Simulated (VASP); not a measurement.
Al2GaP2: single point with PBE

Crystal: Al2GaP2.

```
Al Ga P
1.0
    -1.96543    1.96543    6.44849
     1.96543   -1.96543    6.44849
     1.96543    1.96543   -6.44849
Al Ga P
2 1 2
Direct
  0.75000 0.25000 0.50000
  0.25000 0.75000 0.50000
  0.00000 0.00000 0.00000
  0.63667 0.63667 0.00000
  0.36333 0.36333 0.00000
```

The cell was generated, and may not be a known phase.

```json
{"Program": "VASP 6.6.1", "Task": "single point", "Functional": "PBE", "Potentials or basis": "VASP PAW PBE potentials, release 64 (Al, Ga_d, P)", "Cutoff": "520 eV", "k mesh": "6 × 6 × 6", "Occupations": "gaussian, width 0.1 eV", "Spin": "no spin polarisation"}
```

```json
{
  "Pressure": "0.1 GPa",
  "Largest force": "0.023 eV/Å",
  "Band gap on the k mesh": "zero (an odd number of electrons rules out a gap without spin polarisation)"
}
```

Forces in eV/Å, atoms in the order of the input:
```
Al   0.000  0.000  0.000
Al   0.000  0.000  0.000
Ga   0.000  0.000  0.000
P    0.000  0.000  0.023
P    0.000  0.000 -0.023
```

Stress tensor (GPa, compression positive):
```
 0.21  0.00  0.00
 0.00  0.21  0.00
 0.00  0.00 -0.05
```

Levels at points of the mesh, in eV from the Fermi level:
| k point | band 11 | band 12 | band 13 | band 14 | band 15 | band 16 | band 17 | band 18 |
| --- | --- | --- | --- | --- | --- | --- | --- | --- |
| (0.00, 0.00, 0.00) | -3.53 | -2.78 | -2.40 | -2.40 | -0.52 | 0.29 | 1.84 | 3.44 |
| (0.50, 0.00, 0.00) | -4.08 | -2.92 | -2.82 | -1.92 | 0.20 | 1.34 | 2.14 | 2.20 |
| (0.50, 0.50, 0.00) | -4.87 | -4.23 | -4.20 | -3.82 | -1.02 | -0.07 | 1.00 | 1.16 |
| (0.50, 0.50, 0.50) | -4.35 | -1.99 | -1.99 | -1.39 | -0.63 | -0.25 | 0.38 | 1.96 |

Wall time 8.6 min on 1 thread of Intel Xeon 8259CL, with other jobs on the host, peak memory 0.42 GiB.
